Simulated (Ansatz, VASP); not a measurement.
## Lu: VASP beside Ansatz

INCAR

```
PREC = Accurate ; ENCUT = 520
EDIFF = 1E-7 ; ISMEAR = -1
SIGMA = 0.1 ; LREAL = F
LASPH = T ; NELM = 80
ALGO = Normal ; ISIF = 2
LWAVE = F ; LCHARG = T
GGA = B5 ; ALDAX = 1.0
AGGAX = 1.0 ; AGGAC = 1.0
ALDAC = 0.0 ; LELF = T
LVHAR = T ; NBANDS = 58
```

The input KPOINTS:

```
regular mesh
0
Gamma
  12 12 4
```

The input POSCAR:

```
Lu
1.0
    3.5905929228      0.0000000000      0.0000000000
   -1.7952964614      3.1095446858      0.0000000000
    0.0000000000      0.0000000000     11.4985819811
Lu
4
Direct
    1.0000000000      0.0000000000      1.0000000000
    1.0000000000      1.0000000000      0.5000000000
    0.3333333333      0.6666666667      0.2500000000
    0.6666666667      0.3333333333      0.7500000000
```

Input for Ansatz:

```yaml
crystal:
  lattice:
    - [3.5905929228, 0.0, 0.0]
    - [-1.7952964614, 3.1095446858, 0.0]
    - [0.0, 0.0, 11.4985819811]
  atoms:
    - { symbol: Lu, position: [1.0, 0.0, 1.0] }
    - { symbol: Lu, position: [1.0, 1.0, 0.5] }
    - { symbol: Lu, position: [0.3333333333, 0.6666666667, 0.25] }
    - { symbol: Lu, position: [0.6666666667, 0.3333333333, 0.75] }
hamiltonian:
  xc: blyp
  pseudopotentials:
    kind: paw
    azcp:
      Lu: "pseudopotentials/Lu.paw.azcp"
basis:
  ecutwfc: 420
  fft_grid_basis: typed
kpoints:
  mp_grid: { grid: [12, 12, 4], shift: [0, 0, 0] }
magnetization:
  spin_polarized: false
scf:
  occupations: { method: fermi_dirac, width: 0.1 }
  lower_state_search: "off"
output:
  stress: true
```

Alike in both runs: task single point; functional BLYP; k mesh 12 × 12 × 4; occupations fermi-dirac, width 0.1 eV; no spin polarisation.

|  | VASP | Ansatz |
| --- | --- | --- |
| version | VASP 6.6.1 | Ansatz 0.2.0 |
| potentials or method | VASP PAW PBE potentials, release 64 (Lu), cutoff 520 eV | plane waves (420 eV) with PAW, scalar-relativistic |
| valence electrons in the cell | 100 | 100 |

VASP gave:

- pressure (GPa): -2.6
- traceless stress, the component that is largest in VASP (GPa): -0.06

**Question.** What did Ansatz give for the same quantities?

**Answer.** Pressure (GPa): -2.8; traceless stress, the component that is largest in VASP (GPa): -0.06.

VASP's potentials were made for PBE, not for BLYP. With one functional, cell and mesh, what is left measures potentials, basis and numerics.

Spin-orbit coupling is off throughout.
